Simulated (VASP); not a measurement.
# SiNi (Pnma) in VASP: single point with PBE

Aim: the single point of SiNi with PBE.

Everything below comes from runs of VASP 6.6.1. Logs are shortened: lines on timing, memory, paths and dates and some standing lists are left out, and cuts for length are marked.

## Step 1: The cell of the first run

The structure is orthorhombic, space group Pnma (No. 62). Conventional cell: a = 5.184 Å, b = 3.365 Å, c = 5.733 Å, α = 90.00°, β = 90.00°, γ = 90.00°. Within 3.1 Å of Si (site symmetry m) lie 6 Ni at 2.31 to 2.42 Å and 2 Si at 2.66 Å. Ni (site symmetry m) has 6 Si at 2.31 to 2.42 Å and 4 Ni at 2.68 to 2.76 Å within 3.1 Å.

## Step 2: Single point, PBE

Input file INCAR:

```
SYSTEM = SiNi
  PREC = Accurate
  ENCUT = 520
  EDIFF = 1E-6
  ISMEAR = -1
  SIGMA = 0.5
  LREAL = Auto
  LASPH = .True.
  NELM = 60
  ALGO = Normal
  ISIF = 2
  LWAVE = .False.
  LCHARG = .False.
  GGA = PE
  NBANDS = 70
```

Input file KPOINTS:

```
regular mesh
0
Gamma
  4 4 4
  0 0 0
```

Input file POSCAR:

```
SiNi
1.0
    0.0000000000      3.3651339829      5.7333422532
    5.1836640550      0.0000000000      5.7333422532
    5.1836640550      3.3651339829      0.0000000000
Si Ni
8 8
Direct
    0.2539320252      0.3257630216      0.4960679748
    0.7539320252      0.8257630216      0.9960679748
    0.2460679748      0.1742369784      0.0039320252
    0.7460679748      0.6742369784      0.5039320252
    0.1742369784      0.7460679748      0.5757630216
    0.6742369784      0.2460679748      0.0757630216
    0.3257630216      0.7539320252      0.9242369784
    0.8257630216      0.2539320252      0.4242369784
    0.2157668322      0.4746158589      0.0342331678
    0.7157668322      0.9746158589      0.5342331678
    0.2842331678      0.0253841411      0.4657668322
    0.7842331678      0.5253841411      0.9657668322
    0.0253841411      0.7842331678      0.2246158589
    0.5253841411      0.2842331678      0.7246158589
    0.4746158589      0.7157668322      0.2753841411
    0.9746158589      0.2157668322      0.7753841411
```

Potentials or basis: VASP PAW PBE potentials, release 64 (Si, Ni).

Run with:

```console
$ cat potpaw_PBE.64/Si/POTCAR potpaw_PBE.64/Ni/POTCAR > POTCAR
$ mpirun -np 1 vasp_std > vasp.out
```

OUTCAR:

```text
SYSTEM = SiNi
   PREC = Accurate
   ENCUT = 520
   EDIFF = 1E-6
   ISMEAR = -1
   LREAL = Auto
   LASPH = .True.
   NELM = 60
   ISIF = 2
   GGA = PE

 ion  position               nearest neighbor table
   1  0.254  0.326  0.496-  11 2.31  13 2.35  14 2.35  16 2.40   9 2.42  10 2.42   3 2.66   4 2.66

   2  0.754  0.826  0.996-  12 2.31  14 2.35  13 2.35  15 2.40   9 2.42  10 2.42   4 2.66   3 2.66

   3  0.246  0.174  0.004-   9 2.31  15 2.35  16 2.35  14 2.40  12 2.42  11 2.42   2 2.66   1 2.66
[... 13 lines left out ...]
  10  0.716  0.975  0.534-   4 2.31   5 2.35   6 2.35   8 2.40   1 2.42   2 2.42  13 2.68  14 2.68
                            11 2.76  12 2.76
  11  0.284  0.025  0.466-   1 2.31   8 2.35   7 2.35   5 2.40   4 2.42   3 2.42  15 2.68  16 2.68
                             9 2.76  10 2.76
  12  0.784  0.525  0.966-   2 2.31   7 2.35   8 2.35   6 2.40   4 2.42   3 2.42  15 2.68  16 2.68
                             9 2.76  10 2.76
  13  0.025  0.784  0.225-   7 2.31   1 2.35   2 2.35   4 2.40   6 2.42   5 2.42   9 2.68  10 2.68
                            15 2.76  16 2.76
  14  0.525  0.284  0.725-   8 2.31   2 2.35   1 2.35   3 2.40   6 2.42   5 2.42   9 2.68  10 2.68
                            15 2.76  16 2.76
  15  0.475  0.716  0.275-   5 2.31   3 2.35   4 2.35   2 2.40   7 2.42   8 2.42  11 2.68  12 2.68
                            13 2.76  14 2.76
  16  0.975  0.216  0.775-   6 2.31   4 2.35   3 2.35   1 2.40   7 2.42   8 2.42  11 2.68  12 2.68
                            13 2.76  14 2.76

  LATTYP: Found a face centered orthorhombic cell.
 ALAT       =     6.7302679658
 B/A-ratio  =     1.5404034672
 C/A-ratio  =     1.7037485825

  Lattice vectors:

 A1 = (   5.1836640550,   0.0000000000,  -5.7333422532)
 A2 = (   0.0000000000,   3.3651339829,  -5.7333422532)
 A3 = (   5.1836640550,   3.3651339829,   0.0000000000)

Analysis of symmetry for initial positions (statically):
=====================================================================
 Subroutine PRICEL returns following result:

  LATTYP: Found a simple orthorhombic cell.
 ALAT       =     3.3651339829
 B/A-ratio  =     1.5404034672
 C/A-ratio  =     1.7037485825

  Lattice vectors:

 A1 = (   0.0000000000,  -3.3651339829,   0.0000000000)
 A2 = (   5.1836640550,   0.0000000000,   0.0000000000)
 A3 = (   0.0000000000,   0.0000000000,   5.7333422532)

   2 primitive cells build up your supercell.

 Routine SETGRP: Setting up the symmetry group for a
 face centered orthorhombic supercell.

 Subroutine GETGRP returns: Found  8 space group operations
 (whereof  2 operations were pure point group operations)
 out of a pool of  8 trial point group operations.

The static configuration has the point symmetry S_2 .
 The point group associated with its full space group is D_2h.

Analysis of symmetry for dynamics (positions and initial velocities):
=====================================================================
 Subroutine PRICEL returns following result:

  LATTYP: Found a simple orthorhombic cell.
 ALAT       =     3.3651339829
 B/A-ratio  =     1.5404034672
 C/A-ratio  =     1.7037485825

  Lattice vectors:

 A1 = (   0.0000000000,  -3.3651339829,   0.0000000000)
 A2 = (   5.1836640550,   0.0000000000,   0.0000000000)
 A3 = (   0.0000000000,   0.0000000000,   5.7333422532)

   2 primitive cells build up your supercell.

 Routine SETGRP: Setting up the symmetry group for a
 face centered orthorhombic supercell.

 Subroutine GETGRP returns: Found  8 space group operations
 (whereof  2 operations were pure point group operations)
 out of a pool of  8 trial point group operations.

The dynamic configuration has the point symmetry S_2 .
 The point group associated with its full space group is D_2h.

 Subroutine INISYM returns: Found  8 space group operations
 (whereof  2 operations are pure point group operations),
 and found     2 'primitive' translations

----------------------------------------------------------------------------------------

                                     Primitive cell

  volume of cell :     100.0108

  direct lattice vectors                    reciprocal lattice vectors
     0.000000000 -3.365133983  0.000000000     0.000000000 -0.297164988  0.000000000
     5.183664055  0.000000000  0.000000000     0.192913736  0.000000000  0.000000000
     0.000000000  0.000000000  5.733342253     0.000000000  0.000000000  0.174418333

  length of vectors
     3.365133983  5.183664055  5.733342253     0.297164988  0.192913736  0.174418333

  position of ions in fractional coordinates (direct lattice)
     0.250000000  0.821830996  0.579695047
     0.750000000  0.178169004  0.420304953
     0.250000000  0.321830996  0.920304953
     0.750000000  0.678169004  0.079695047
     0.750000000  0.508849027  0.690382691
     0.250000000  0.491150973  0.309617309
     0.750000000  0.008849027  0.809617309
     0.250000000  0.991150973  0.190382691

  ion indices of the primitive-cell ions
   primitive index   ion index
                 1           1
                 2           3
                 3           5
                 4           8
                 5           9
                 6          11
                 7          14
                 8          16

----------------------------------------------------------------------------------------

 KPOINTS: regular mesh

Automatic generation of k-mesh.
 Grid dimensions read from file:
 generate k-points for:    4    4    4

 Generating k-lattice:

  Cartesian coordinates                     Fractional coordinates (reciprocal lattice)
    -0.024114217  0.037145624  0.021802292     0.250000000 -0.000000000  0.000000000
     0.024114217 -0.037145624  0.021802292    -0.000000000  0.250000000  0.000000000
     0.024114217  0.037145624 -0.021802292     0.000000000  0.000000000  0.250000000

  Length of vectors
     0.049362260  0.049362260  0.049362260

  Shift w.r.t. Gamma in fractional coordinates (k-lattice)
     0.000000000  0.000000000  0.000000000

 Subroutine IBZKPT returns following result:
 ===========================================

 Found     18 irreducible k-points:

 Following reciprocal coordinates:
            Coordinates               Weight
  0.000000  0.000000  0.000000      1.000000
  0.250000  0.000000 -0.000000      8.000000
  0.500000  0.000000 -0.000000      4.000000
  0.250000  0.250000  0.000000      2.000000
  0.500000  0.250000 -0.000000      8.000000
 -0.250000  0.250000  0.000000      4.000000
[... 10 lines left out ...]
 -0.250000  0.250000  0.500000      2.000000
  0.000000  0.500000  0.500000      1.000000
   k-points           NKPTS =     18   k-points in BZ     NKDIM =     18   number of bands    NBANDS=     70
   number of dos      NEDOS =    301   number of ions     NIONS =     16
   total plane-waves  NPLWV = 144000
   dimension x,y,z NGX =    50 NGY =   60 NGZ =   48
   dimension x,y,z NGXF=   100 NGYF=  120 NGZF=   96
   ions per type =               8   8
   NGX,Y,Z   is equivalent  to a cutoff of  12.50, 12.91, 12.91 a.u.
   NGXF,Y,Z  is equivalent  to a cutoff of  25.01, 25.81, 25.82 a.u.
 SYSTEM =  SiNi
   PREC   = accura    normal or accurate (medium, high low for compatibility)
   ISTART =      0    job   : 0-new  1-cont  2-samecut
   ICHARG =      2    charge: 1-file 2-atom 10-const
   ISPIN  =      1    spin polarized calculation?
   LNONCOLLINEAR =      F non collinear calculations
   LSORBIT =      F    spin-orbit coupling
   LASPH  =      T    aspherical Exc in radial PAW
   ENCUT  =  520.0 eV  38.22 Ry    6.18 a.u.  12.36 14.37 11.49*2*pi/ulx,y,z
   NELM   =     60;   NELMIN=  2; NELMDL= -5     # of ELM steps
   EDIFF  = 0.1E-05   stopping-criterion for ELM
   LREAL  =      T    real-space projection
   EDIFFG = 0.1E-04   stopping-criterion for IOM
   NSW    =      0    number of steps for IOM
[... 5 lines left out ...]
   TEBEG  =    0.0;   TEEND  =   0.0 temperature during run
   PSTRESS=    0.0 pullay stress
   NELECT =     112.0000    total number of electrons
   NUPDOWN=      -1.0000    fix difference up-down
   EMIN   =  10.00;   EMAX   =-10.00  energy-range for DOS
   EFERMI =   0.00;   METHOD = LEGACY
   ISMEAR =    -1;   SIGMA  =   0.50  broadening in eV -4-tet -1-fermi 0-gaus
   EFERMI_NEDOS =   21; number of points for ismear=-14 and -15
   IALGO  =     38    algorithm
   IMIX   =      4    mixing-type and parameters
     AMIX     =   0.40;   BMIX     =  1.00
     AMIX_MAG =   1.60;   BMIX_MAG =  1.00
  volume/ion in A,a.u.               =      12.50        84.36
  Fermi-wavevector in a.u.,A,eV,Ry     =   1.349341  2.549885 24.772426  1.820722
  Thomas-Fermi vector in A             =   2.476936
   LORBIT       =      0    0 simple, 1 ext, 2 COOP (PROOUT), +10 PAW based schemes
   GGA     = PE    functional components
   LHFCALC =     F    Hartree Fock is set to
   AEXX    =    0.0000 exact exchange contribution
   IVDW    =     0    specifies the selected vdW correction
   LEPSILON=     F    determine dielectric tensor
   LRPA    =     F    only Hartree local field effects (RPA)
 non-spin polarized calculation
  energy-cutoff  :      520.00
  volume of cell :      200.02
 maximum number of plane-waves:      5411
 NGX is ok and might be reduce to    50
   NGX = 25   NGY = 29   NGZ = 23

 number of electron     111.9999987 magnetization

 Free energy of the ion-electron system (eV)
  ---------------------------------------------------
  ext. energy  EPLUGINS =         0.00000000
  ---------------------------------------------------
  free energy    TOTEN  =       -97.61163070 eV

  energy without entropy =      -91.76161554  energy(sigma->0) =      -94.68662312

 E-fermi :   9.9771     XC(G=0): -12.0565

 val. band max:        9.9114908493   @ k =   0.5000  -0.2500   0.2500
 cond. band min:      10.0419187530   @ k =   0.0000   0.5000   0.5000
 fundamental gap:      0.1304279037
 Fermi energy:         9.9770938848

 k-point     1 :       0.0000    0.0000    0.0000
  band No.  band energies     occupation
      1      -2.7620      2.00000
      2       0.3530      2.00000
      3       1.5398      2.00000
      4       1.5398      2.00000
      5       1.5398      2.00000
      6       1.5399      2.00000
[... 1267 lines left out ...]
     67      14.0617      0.00057
     68      14.0617      0.00057
 [bands above 68 left out]

------------------------ aborting loop because EDIFF is reached ----------------------------------------

  FORCE on cell =-STRESS in cart. coord.  units (eV):
  Direction    XX          YY          ZZ          XY          YZ          ZX
  --------------------------------------------------------------------------------------
  -------------------------------------------------------------------------------------
  Total        0.0446137     -0.1152942      0.1291661      0.0000000      0.0000000      0.0000000
  in kB        0.3573566     -0.9235084      1.0346232      0.0000000      0.0000000      0.0000000
  external PRESSURE =       0.1561571 kB  Pullay stress =       0.0000000 kB

 VOLUME and BASIS-vectors are now :
 -----------------------------------------------------------------------------
  energy-cutoff  :      520.00
  volume of cell :      200.02
      direct lattice vectors                 reciprocal lattice vectors
     0.000000000  3.365133983  5.733342253    -0.096456868  0.148582494  0.087209167
     5.183664055  0.000000000  5.733342253     0.096456868 -0.148582494  0.087209167
     5.183664055  3.365133983  0.000000000     0.096456868  0.148582494 -0.087209167

 POSITION                                       TOTAL-FORCE (eV/Angst)
 -----------------------------------------------------------------------------------
      4.26010      2.52385      3.32359         0.004367      0.000000      0.002796
      9.44376      5.88898      9.05693         0.004367      0.000000      0.002796
      0.92357      0.84128      2.40975        -0.004367      0.000000     -0.002796
      6.10723      4.20642      8.14309        -0.004367      0.000000     -0.002796
      6.85193      2.52385      5.27642         0.004367      0.000000     -0.002796
      1.66826      2.52385      5.27642         0.004367      0.000000     -0.002796
[... 8 lines left out ...]
      5.13779      2.52385      6.82487        -0.008333      0.000000     -0.005022
      5.13779      5.88898      6.82487        -0.008333      0.000000     -0.005022
 -----------------------------------------------------------------------------------
    total drift:                               -0.000000      0.000000      0.000000

  FREE ENERGIE OF THE ION-ELECTRON SYSTEM (eV)
  ---------------------------------------------------
  free  energy   TOTEN  =       -97.6116306980 eV

  energy  without entropy=      -91.7616155354  energy(sigma->0) =      -94.68662312
```

It took 17 min on 1 thread of Intel Xeon 8259CL, shared host; peak memory 0.46 GiB.

What came out:

| Item | Value |
| --- | --- |
| Free energy | -97.6116 eV |
| Pressure | 0.0 GPa |
| Largest force | 0.010 eV/Å |
| Band gap on the k mesh | zero (bands 56 and 57 overlap by 0.49 eV) |

Forces in eV/Å, atoms in the order of the input:
```
Si   0.004  0.000  0.003
Si   0.004  0.000  0.003
Si  -0.004  0.000 -0.003
Si  -0.004  0.000 -0.003
Si   0.004  0.000 -0.003
Si   0.004  0.000 -0.003
Si  -0.004  0.000  0.003
Si  -0.004  0.000  0.003
Ni   0.008  0.000 -0.005
Ni   0.008  0.000 -0.005
Ni  -0.008  0.000  0.005
Ni  -0.008  0.000  0.005
Ni   0.008  0.000  0.005
Ni   0.008  0.000  0.005
Ni  -0.008  0.000 -0.005
Ni  -0.008  0.000 -0.005
```

Stress tensor (GPa, compression positive):
```
 0.04  0.00  0.00
 0.00 -0.09  0.00
 0.00  0.00  0.10
```

Levels at points of the mesh, in eV from the Fermi level:
```tsv
k point	band 53	band 54	band 55	band 56	band 57	band 58	band 59	band 60
(0.00, 0.00, 0.00)	-1.89	-1.21	-1.02	-0.90	0.53	1.06	2.30	2.30
(0.50, 0.00, 0.00)	-1.03	-1.03	-0.43	-0.43	0.13	0.13	0.54	0.54
(0.50, 0.50, 0.00)	-1.55	-1.55	-0.41	-0.41	0.30	0.30	0.30	0.30
(0.50, 0.00, 0.50)	-1.18	-1.18	-0.70	-0.70	0.66	0.66	1.82	1.82
(0.00, 0.50, 0.50)	-1.73	-1.73	0.06	0.06	0.98	0.98	1.17	1.17
```

Caveat: so wide a smearing shifts energies and pressures. Spin polarisation is off, so any magnetic state and its effect on volume and gap are missing.

The gap in the log of VASP goes by the Fermi energy; the results here count the filled bands.